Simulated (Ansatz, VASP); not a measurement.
FeNi3: VASP beside Ansatz

File INCAR:

```
SYSTEM = FeNi3
ALGO = Normal
EDIFF = 1E-8
ENCUT = 520
GGA = PE
ISIF = 2
ISMEAR = -1
ISPIN = 2
LASPH = .True.
LCHARG = .False.
LEFG = .True.
LMAXMIX = 4
LORBIT = 11
LREAL = .False.
LWAVE = .False.
MAGMOM = 3 1.5 1.5 1.5
NBANDS = 31
NELM = 150
PREC = Accurate
SIGMA = 0.05
```

KPOINTS

```
k-points
0
Gamma
  9 9 9
  0 0 0
```

The input POSCAR:

```
FeNi3
1.0
    3.5450000000      0.0000000000      0.0000000000
    0.0000000000      3.5450000000      0.0000000000
    0.0000000000      0.0000000000      3.5450000000
Fe Ni
1 3
Direct
    0.0000000000      0.0000000000      0.0000000000
    0.0000000000      0.5000000000      0.5000000000
    0.5000000000      0.0000000000      0.5000000000
    0.5000000000      0.5000000000      0.0000000000
```

Input for Ansatz:

```yaml
crystal:
  lattice:
    - [3.545, 0.0, 0.0]
    - [0.0, 3.545, 0.0]
    - [0.0, 0.0, 3.545]
  atoms:
    - { symbol: Fe, position: [0.0, 0.0, 0.0], spin: 3.0 }
    - { symbol: Ni, position: [0.0, 0.5, 0.5], spin: 1.5 }
    - { symbol: Ni, position: [0.5, 0.0, 0.5], spin: 1.5 }
    - { symbol: Ni, position: [0.5, 0.5, 0.0], spin: 1.5 }
magnetization:
  spin_polarized: true
kpoints:
  mp_grid: { grid: [9, 9, 9] }
scf:
  occupations: { method: fermi_dirac, width: 0.05 }
hamiltonian:
  xc: pbe
  pseudopotentials: { kind: paw }
output:
  forces: true
  stress: true
  populations: true
  efg:
    quadrupole_moments_barn: { Fe: 0.16, Ni: 0.162 }
    contact_densities: true
```

Alike in both runs: task electric field gradients; functional PBE; k mesh 9 × 9 × 9; occupations fermi-dirac, width 0.05 eV; collinear spin.

|  | VASP | Ansatz |
| --- | --- | --- |
| version | VASP 6.6.1 | Ansatz 0.2.0 |
| potentials or method | VASP PAW PBE potentials, release 64 (Fe, Ni) | plane-wave PAW, scalar-relativistic |
| plane-wave cutoff (eV) | 520 | 420 |
| valence electrons in the cell | 38 | 70 |

|  | VASP | Ansatz | Ansatz less VASP |
| --- | --- | --- | --- |
| pressure (GPa) | -0.2 | 0.0 | +0.21 |
| net moment per atom (μB) | 1.19 | 1.21 | +0.021 |
| size of the moment on the site where the two differ most (μB) | 0.63 | 0.69 | +0.064 |
| size of Vzz on the site where it differs most (V/Å²) | 1.4 | 1.0 | -0.36 |

Site moments also hang on the region over which each program counts them. VASP's potentials hold 38 valence electrons a cell and Ansatz's 70, so a difference there can come from the potentials and not from the codes.
